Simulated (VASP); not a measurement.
A run of VASP 6.6.1:

File INCAR:

```
  ALGO = Normal
  DIPOL = 0.5 0.5 0.500
  EDIFF = 1E-6
  ENCUT = 400
  GGA = PE
  GGA_COMPAT = False
  IDIPOL = 3
  ISIF = 2
  ISMEAR = 0
  IVDW = 12
  LASPH = True
  LCHARG = False
  LDIPOL = True
  LREAL = False
  LWAVE = False
  NBANDS = 35
  NELM = 120
  NELMDL = -8
  PREC = Accurate
  SIGMA = 0.1
```

File KPOINTS:

```
k-points
0
Gamma
  10 6 1
```

The input POSCAR:

```
Te2Mo
1.0
    3.4691405587      0.0000000000      0.0000000000
    0.0000000000      6.3306367759      0.0000000000
    0.0000000000      0.0000000000     34.2184456103
Te Mo
4 2
Direct
    0.2500000000      0.5034753627      0.4399560276
    0.7500000000      0.9931319537      0.4584429869
    0.2500000000      0.8531595843      0.5415570131
    0.7500000000      0.3428161752      0.5600439724
    0.7500000000      0.6043158230      0.4974966890
    0.2500000000      0.2419757149      0.5025033110
```

Potentials or basis: VASP PAW PBE potentials, release 64 (Te, Mo_sv).

Launch:

```bash
$ cat potpaw_PBE.64/Te/POTCAR potpaw_PBE.64/Mo_sv/POTCAR > POTCAR
$ mpirun -np 1 vasp_std > vasp.out
```

Hardware: 1 thread of Oxide Virtual Turin-like Processor, on a shared host.

**Question.** How long does it take, and how much memory?

**Answer.** It took 19 min on 1 thread of Oxide Virtual Turin-like Processor, on a shared host, peak memory 0.67 GiB. Counts: scf iterations 29, k points 24.
